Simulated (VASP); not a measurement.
# AlBSb2 (I-42d) in VASP: single point with PBE

Aim: the single point of AlBSb2 with PBE.

Everything below comes from runs of VASP 6.6.1. Logs are shortened: lines on timing, memory, paths and dates and some standing lists are left out, and cuts for length are marked.

### Step 1. The cell of the first run

The structure is tetragonal, space group I-42d (No. 122). The conventional cell has a = 5.783 Å, b = 5.783 Å, c = 11.158 Å, α = 90.00°, β = 90.00°, γ = 90.00°. B (site symmetry -4) has 4 Sb at 2.32 Å within 3.1 Å. Within 3.1 Å of Sb (site symmetry 2) lie 2 B at 2.32 Å and 2 Al at 2.66 Å. Within 3.5 Å of Al (site symmetry -4) lie 4 Sb at 2.66 Å.

### Step 2. Single point, PBE, non-collinear spin, zero start, spin-orbit coupling

Contents of INCAR:

```
  PREC = Accurate
  ENCUT = 520
  EDIFF = 1E-6
  ISMEAR = -1
  SIGMA = 0.02
  LREAL = False
  LASPH = True
  NELM = 150
  ALGO = Normal
  ISIF = 2
  LWAVE = False
  LCHARG = True
  LNONCOLLINEAR = True
  MAGMOM = 0 0 0 0 0 0 0 0 0 0 0 0 0 0 0 0 0 0 0 0 0 0 0 0
  LORBIT = 11
  LSORBIT = True
  GGA_COMPAT = False
  LORBMOM = True
  GGA = PE
  LVHAR = True
  NBANDS = 50
```

Contents of KPOINTS:

```
regular mesh
0
Gamma
  6 6 6
```

Contents of POSCAR:

```
AlBSb2
1.0
   -2.8913598339      2.8913598339      5.5787629643
    2.8913598339     -2.8913598339      5.5787629643
    2.8913598339      2.8913598339     -5.5787629643
B Sb Al
2 4 2
Direct
    0.0000000000      0.0000000000      0.0000000000
    0.7500000000      0.2500000000      0.5000000000
    0.3750000000      0.3244154640      0.4494154640
    0.0744154640      0.6250000000     -0.0505845360
    0.8750000000      0.9255845360      0.5505845360
    0.6755845360      0.1250000000      0.0505845360
    0.5000000000      0.5000000000      0.0000000000
    0.2500000000      0.7500000000      0.5000000000
```

Potentials or basis: VASP PAW PBE potentials, release 64 (B, Sb, Al).

Command:

```
cat potpaw_PBE.64/B/POTCAR potpaw_PBE.64/Sb/POTCAR potpaw_PBE.64/Al/POTCAR > POTCAR
mpirun -np 1 vasp_ncl > vasp.out
```

OUTCAR:

```text
PREC = Accurate
   ENCUT = 520
   EDIFF = 1E-6
   ISMEAR = -1
   LREAL = False
   LASPH = True
   NELM = 150
   ISIF = 2
   LNONCOLLINEAR = True
   LORBIT = 11
   LSORBIT = True
   GGA = PE

 ion  position               nearest neighbor table
   1  0.000  0.000  0.000-   3 2.32   4 2.32   5 2.32   6 2.32
   2  0.750  0.250  0.500-   3 2.32   4 2.32   5 2.32   6 2.32
   3  0.375  0.324  0.449-   1 2.32   2 2.32   7 2.66   8 2.66   5 3.70   5 3.70
   4  0.074  0.625  0.949-   1 2.32   2 2.32   8 2.66   7 2.66   6 3.70   6 3.70
   5  0.875  0.926  0.551-   1 2.32   2 2.32   8 2.66   7 2.66   3 3.70   3 3.70
   6  0.676  0.125  0.051-   1 2.32   2 2.32   7 2.66   8 2.66   4 3.70   4 3.70
   7  0.500  0.500  0.000-   5 2.66   4 2.66   6 2.66   3 2.66
   8  0.250  0.750  0.500-   6 2.66   3 2.66   5 2.66   4 2.66

  LATTYP: Found a body centered tetragonal cell.
 ALAT       =     5.7827196678
 C/A-ratio  =     1.9294599375

  Lattice vectors:

 A1 = (  -2.8913598339,   2.8913598339,   5.5787629643)
 A2 = (   2.8913598339,  -2.8913598339,   5.5787629643)
 A3 = (   2.8913598339,   2.8913598339,  -5.5787629643)

Analysis of symmetry for initial positions (statically):
=====================================================================
 Subroutine PRICEL returns:
 Original cell was already a primitive cell.

 Routine SETGRP: Setting up the symmetry group for a
 body centered tetragonal supercell.

 Subroutine GETGRP returns: Found  8 space group operations
 (whereof  4 operations were pure point group operations)
 out of a pool of 16 trial point group operations.

The static configuration has the point symmetry S_4 .
 The point group associated with its full space group is D_2d.

Analysis of symmetry for dynamics (positions and initial velocities):
=====================================================================
 Subroutine PRICEL returns:
 Original cell was already a primitive cell.

 Routine SETGRP: Setting up the symmetry group for a
 body centered tetragonal supercell.

 Subroutine GETGRP returns: Found  8 space group operations
 (whereof  4 operations were pure point group operations)
 out of a pool of 16 trial point group operations.

The dynamic configuration has the point symmetry S_4 .
 The point group associated with its full space group is D_2d.

Analysis of structural, dynamic, and magnetic symmetry:
=====================================================================
 Subroutine PRICEL returns:
 Original cell was already a primitive cell.

 Routine SETGRP: Setting up the symmetry group for a
 body centered tetragonal supercell.

 Subroutine GETGRP returns: Found  8 space group operations
 (whereof  4 operations were pure point group operations)
 out of a pool of 16 trial point group operations.

The overall configuration has the point symmetry S_4 .
 The point group associated with its full space group is D_2d.

 Subroutine INISYM returns: Found  8 space group operations
 (whereof  4 operations are pure point group operations),
 and found     1 'primitive' translations

----------------------------------------------------------------------------------------

                                     Primitive cell

  volume of cell :     186.5530

  direct lattice vectors                    reciprocal lattice vectors
    -2.891359834  2.891359834  5.578762964     0.000000000  0.172929012  0.089625604
     2.891359834 -2.891359834  5.578762964     0.172929012  0.000000000  0.089625604
     2.891359834  2.891359834 -5.578762964     0.172929012  0.172929012  0.000000000

  length of vectors
     6.916828723  6.916828723  6.916828723     0.194774722  0.194774722  0.244558554

  position of ions in fractional coordinates (direct lattice)
     0.000000000  0.000000000  0.000000000
     0.750000000  0.250000000  0.500000000
     0.375000000  0.324415464  0.449415464
     0.074415464  0.625000000  0.949415464
     0.875000000  0.925584536  0.550584536
     0.675584536  0.125000000  0.050584536
     0.500000000  0.500000000  0.000000000
     0.250000000  0.750000000  0.500000000

  ion indices of the primitive-cell ions
   primitive index   ion index
                 1           1
                 2           2
                 3           3
                 4           4
                 5           5
                 6           6
                 7           7
                 8           8

----------------------------------------------------------------------------------------

 KPOINTS: regular mesh

Automatic generation of k-mesh.
 Grid dimensions read from file:
 generate k-points for:    6    6    6

 Generating k-lattice:

  Cartesian coordinates                     Fractional coordinates (reciprocal lattice)
     0.000000000  0.028821502  0.014937601     0.166666667 -0.000000000  0.000000000
     0.028821502  0.000000000  0.014937601    -0.000000000  0.166666667  0.000000000
[... 110 lines left out ...]

 val. band max:        6.2361510732   @ k =   0.0000   0.0000   0.0000
 cond. band min:       6.7117284004   @ k =  -0.1667  -0.1667   0.1667
 fundamental gap:      0.4755773271
 Fermi energy:         6.4723876031

 k-point     1 :       0.0000    0.0000    0.0000
  band No.  band energies     occupation
      1      -6.1062      1.00000
      2      -6.1062      1.00000
      3      -3.1191      1.00000
      4      -3.1191      1.00000
      5      -3.0174      1.00000
      6      -3.0174      1.00000
[... 1117 lines left out ...]
     43       9.4693      0.00000
     44       9.4996      0.00000

 [... further k-points ...]

 [bands above 44 left out]

------------------------ aborting loop because EDIFF is reached ----------------------------------------

  FORCE on cell =-STRESS in cart. coord.  units (eV):
  Direction    XX          YY          ZZ          XY          YZ          ZX
  --------------------------------------------------------------------------------------
  -------------------------------------------------------------------------------------
  Total        1.7101523      1.7101523      1.5242741      0.0000000      0.0000000      0.0000000
  in kB       14.6873412     14.6873412     13.0909589      0.0000000      0.0000000      0.0000000
  external PRESSURE =      14.1552138 kB  Pullay stress =       0.0000000 kB

 VOLUME and BASIS-vectors are now :
 -----------------------------------------------------------------------------
  energy-cutoff  :      520.00
  volume of cell :      186.55
      direct lattice vectors                 reciprocal lattice vectors
    -2.891359834  2.891359834  5.578762964     0.000000000  0.172929012  0.089625604
     2.891359834 -2.891359834  5.578762964     0.172929012  0.000000000  0.089625604
     2.891359834  2.891359834 -5.578762964     0.172929012  0.172929012  0.000000000

 POSITION                                       TOTAL-FORCE (eV/Angst)
 -----------------------------------------------------------------------------------
      0.00000      0.00000      0.00000         0.000000     -0.000000     -0.000000
      0.00000      2.89136      2.78938        -0.000000     -0.000000      0.000000
      1.15316      1.44568      1.39469        -0.094659     -0.000000     -0.000000
      4.33704      1.15316     -1.39469        -0.000000     -0.094659     -0.000000
      1.73820      1.44568      6.97345         0.094659      0.000000      0.000000
     -1.44568      1.73820      4.18407         0.000000      0.094659      0.000000
      0.00000      0.00000      5.57876        -0.000000     -0.000000     -0.000000
      2.89136      0.00000      2.78938         0.000000      0.000000     -0.000000
 -----------------------------------------------------------------------------------
    total drift:                               -0.000000     -0.000000     -0.000000

  FREE ENERGIE OF THE ION-ELECTRON SYSTEM (eV)
  ---------------------------------------------------
  free  energy   TOTEN  =       -36.0188788208 eV

  energy  without entropy=      -36.0188787596  energy(sigma->0) =      -36.01887879

 orbital moment (x)

 # of ion     p       d       tot
 ----------------------------------------
  1         0.000   0.000   0.000
  2         0.000   0.000   0.000
  3        -0.000  -0.000  -0.000
  4         0.000   0.000   0.000
  5         0.000   0.000   0.000
  6         0.000   0.000   0.000
  7         0.000   0.000   0.000
  8        -0.000   0.000  -0.000
 ----------------------------------------
            0.000   0.000   0.000

 orbital moment (y)

 # of ion     p       d       tot
 ----------------------------------------
  1        -0.000   0.000  -0.000
  2        -0.000   0.000  -0.000
  3         0.000  -0.000  -0.000
  4         0.000   0.000   0.000
  5         0.000   0.000   0.000
  6        -0.000  -0.000  -0.000
  7        -0.000   0.000  -0.000
  8         0.000   0.000   0.000
 ----------------------------------------
           -0.000  -0.000  -0.000

 orbital moment (z)

 # of ion     p       d       tot
 ----------------------------------------
  1        -0.000   0.000  -0.000
  2         0.000   0.000   0.000
  3         0.000   0.000   0.000
  4         0.000   0.000   0.000
  5         0.000   0.000   0.000
  6         0.000   0.000   0.000
  7         0.000   0.000   0.000
  8        -0.000   0.000  -0.000
 ----------------------------------------
           -0.000   0.000   0.000

 Spin-Orbit-Coupling matrix elements

 Ion:    1  E_soc:     -0.0000216
 l=   1
     0.0000000    -0.0000036    -0.0000036
    -0.0000036     0.0000000    -0.0000036
    -0.0000036    -0.0000036     0.0000000
 l=   2
     0.0000000     0.0000000     0.0000000     0.0000000     0.0000000
     0.0000000     0.0000000     0.0000000     0.0000000     0.0000000
     0.0000000     0.0000000     0.0000000     0.0000000     0.0000000
     0.0000000     0.0000000     0.0000000     0.0000000     0.0000000
     0.0000000     0.0000000     0.0000000     0.0000000     0.0000000
 l=   3
     0.0000000     0.0000000     0.0000000     0.0000000     0.0000000     0.0000000     0.0000000
     0.0000000     0.0000000     0.0000000     0.0000000     0.0000000     0.0000000     0.0000000
     0.0000000     0.0000000     0.0000000     0.0000000     0.0000000     0.0000000     0.0000000
     0.0000000     0.0000000     0.0000000     0.0000000     0.0000000     0.0000000     0.0000000
[... 129 lines left out ...]
 l=   2
     0.0000000     0.0000000     0.0000000     0.0000000     0.0000000
     0.0000000     0.0000000     0.0000000     0.0000000     0.0000000
     0.0000000     0.0000000     0.0000000     0.0000000     0.0000000
     0.0000000     0.0000000     0.0000000     0.0000000     0.0000000
     0.0000000     0.0000000     0.0000000     0.0000000     0.0000000
 l=   3
     0.0000000     0.0000000     0.0000000     0.0000000     0.0000000     0.0000000     0.0000000
     0.0000000     0.0000000     0.0000000     0.0000000     0.0000000     0.0000000     0.0000000
     0.0000000     0.0000000     0.0000000     0.0000000     0.0000000     0.0000000     0.0000000
     0.0000000     0.0000000     0.0000000     0.0000000     0.0000000     0.0000000     0.0000000
     0.0000000     0.0000000     0.0000000     0.0000000     0.0000000     0.0000000     0.0000000
     0.0000000     0.0000000     0.0000000     0.0000000     0.0000000     0.0000000     0.0000000
     0.0000000     0.0000000     0.0000000     0.0000000     0.0000000     0.0000000     0.0000000

 total charge

# of ion       s       p       d       tot
------------------------------------------
    1        0.662   1.014   0.000   1.675
    2        0.662   1.014   0.000   1.675
    3        1.104   1.373   0.045   2.522
    4        1.104   1.373   0.045   2.522
    5        1.104   1.373   0.045   2.522
    6        1.104   1.373   0.045   2.522
    7        0.423   0.375   0.000   0.798
    8        0.423   0.375   0.000   0.798
--------------------------------------------------
tot          6.587   8.267   0.181  15.035

 magnetization (x)

# of ion       s       p       d       tot
------------------------------------------
    1        0.000  -0.000   0.000  -0.000
    2        0.000  -0.000   0.000  -0.000
    3       -0.000   0.000   0.000  -0.000
    4        0.000   0.000   0.000   0.000
    5        0.000  -0.000  -0.000   0.000
    6       -0.000   0.000   0.000   0.000
    7       -0.000   0.000   0.000  -0.000
    8       -0.000  -0.000   0.000  -0.000
--------------------------------------------------
tot         -0.000  -0.000   0.000  -0.000

 magnetization (y)

# of ion       s       p       d       tot
------------------------------------------
    1        0.000   0.000   0.000   0.000
    2        0.000   0.000   0.000   0.000
    3        0.000  -0.000   0.000  -0.000
    4        0.000  -0.000  -0.000   0.000
    5        0.000   0.000   0.000   0.000
    6       -0.000   0.000   0.000  -0.000
    7        0.000   0.000   0.000   0.000
    8        0.000   0.000   0.000   0.000
--------------------------------------------------
tot          0.000   0.000  -0.000   0.000

 magnetization (z)

# of ion       s       p       d       tot
------------------------------------------
    1        0.000  -0.000   0.000  -0.000
    2       -0.000   0.000   0.000   0.000
    3       -0.000   0.000  -0.000  -0.000
    4        0.000   0.000   0.000   0.000
    5        0.000   0.000   0.000   0.000
    6        0.000  -0.000  -0.000  -0.000
    7       -0.000  -0.000   0.000  -0.000
    8        0.000   0.000   0.000   0.000
--------------------------------------------------
tot          0.000  -0.000   0.000  -0.000
```

Wall time 27 min (1 thread of Oxide Virtual Turin-like, shared host); peak memory 1.2 GiB.

What came out:

* Free energy: -36.0189 eV
* Pressure: 1.4 GPa
* Largest force: 0.095 eV/Å
* Net moment: 0.00 μB per cell
* Valence electrons inside the program's atomic spheres: B 1.68; Sb 2.52; Al 0.80

Forces on the atoms (eV/Å):
```
B    0.000  0.000  0.000
B    0.000  0.000  0.000
Sb  -0.095  0.000  0.000
Sb   0.000 -0.095  0.000
Sb   0.095  0.000  0.000
Sb   0.000  0.095  0.000
Al   0.000  0.000  0.000
Al   0.000  0.000  0.000
```

Moments on the atoms (μB; x, y, z):
```
B   0.00 0.00 0.00
B   0.00 0.00 0.00
Sb  0.00 0.00 0.00
Sb  0.00 0.00 0.00
Sb  0.00 0.00 0.00
Sb  0.00 0.00 0.00
Al  0.00 0.00 0.00
Al  0.00 0.00 0.00
```
